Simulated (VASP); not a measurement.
TaSi5: relaxation of cell and atoms with PBE

The system is TaSi5.

```
Ta Si
1.0
     2.37887   -3.91651    0.00000
     2.37887    3.91651    0.00000
    -0.60451    0.00000    4.85557
Ta Si
1 5
Direct
  0.91004 0.91004 0.04476
  0.73178 0.34240 0.73151
  0.62729 0.29284 0.21990
  0.29284 0.62729 0.21990
  0.34240 0.73178 0.73151
  0.10997 0.10997 0.56079
```

* Program: VASP 6.6.1
* Task: relaxation of cell and atoms
* Functional: PBE
* Potentials or basis: VASP PAW PBE potentials, release 64 (Ta_pv, Si)
* Cutoff: 600 eV
* k mesh: 4 × 4 × 4
* Occupations: gaussian, width 0.1 eV
* Spin: no spin polarisation
* Dipole correction: no
* Further INCAR settings: ALGO = Normal; EDIFF = 1e-07; IBRION = 2; EDIFFG = -0.04; NSW = 90; ISIF = 3

```json
{
  "Relaxed volume": "15.10 Å³/atom",
  "Relaxed cell": "a = 4.609 Å, b = 4.609 Å, c = 4.892 Å, α = 93.40°, β = 93.40°, γ = 118.63°",
  "Space group after relaxing (to 0.1 Å)": "Cm (No. 8)",
  "Energy gained by relaxing": "5.2 meV/atom",
  "Ionic steps": "10",
  "Pressure after relaxing": "0.0 GPa",
  "Largest force after relaxing": "0.040 eV/Å",
  "Band gap on the k mesh": "zero (an odd number of electrons rules out a gap without spin polarisation)"
}
```

Forces on the atoms (eV/Å):
```
Ta  -0.015  0.000  0.023
Si   0.025 -0.010 -0.022
Si   0.001  0.007  0.002
Si   0.001 -0.007  0.002
Si   0.025  0.010 -0.022
Si  -0.036  0.000  0.017
```

Stress tensor (GPa, compression positive):
```
-0.11  0.00  0.02
 0.00  0.08  0.00
 0.02  0.00  0.12
```

Step by step:
```
step  energy change (eV)  largest force (eV/Å)  pressure (GPa)  volume (Å³)
   1              0.0000                0.2603            0.36        90.48
   2             -0.0186                0.1484           -0.32        90.91
   3             -0.0191                0.1361           -0.42        90.99
   4             -0.0252                0.1051            0.10        90.57
   5             -0.0259                0.1151            0.34        90.38
   6             -0.0286                0.0711           -0.13        90.66
   7             -0.0288                0.0817           -0.29        90.77
   8             -0.0302                0.0938            0.14        90.50
   9             -0.0302                0.0955            0.18        90.48
  10             -0.0313                0.0399            0.03        90.58
```

Final structure:
```
Ta Si
1.0
     2.35203   -3.96329    0.00694
     2.35203    3.96329    0.00694
    -0.58339    0.00000    4.85696
Ta Si
1 5
Direct
  0.91266 0.91266 0.05130
  0.72543 0.35005 0.72907
  0.62345 0.28886 0.21812
  0.28886 0.62345 0.21812
  0.35005 0.72543 0.72907
  0.11386 0.11386 0.56268
```

Levels at points of the mesh, in eV from the Fermi level:
| k point | band 12 | band 13 | band 14 | band 15 | band 16 | band 17 | band 18 | band 19 |
| --- | --- | --- | --- | --- | --- | --- | --- | --- |
| (0.00, 0.00, 0.00) | -2.66 | -2.60 | -2.10 | -1.21 | -0.34 | -0.28 | 0.22 | 1.59 |
| (0.50, 0.00, 0.00) | -2.89 | -1.70 | -1.34 | -0.54 | 1.04 | 1.42 | 1.73 | 2.48 |
| (0.50, 0.50, 0.00) | -3.06 | -1.84 | -1.57 | -1.12 | 1.59 | 1.89 | 2.08 | 2.56 |
| (0.00, 0.00, 0.50) | -3.55 | -3.20 | -2.78 | -1.60 | -0.20 | -0.18 | 0.45 | 1.36 |
| (0.50, 0.00, 0.50) | -1.37 | -0.98 | -0.63 | 0.57 | 0.85 | 1.77 | 2.05 | 2.24 |
| (0.50, 0.50, 0.50) | -1.16 | -1.15 | -0.63 | 0.33 | 1.05 | 2.15 | 2.32 | 2.64 |

It took 7.3 min on 1 thread of Intel Xeon 8259CL, on a shared host, peak memory 0.28 GiB.

Caveat: the k points lie up to 0.39 Å⁻¹ apart in the final cell, too coarse for converged energies and pressures of a metal; spin-orbit coupling is left out, which moves the levels of the heavy elements.
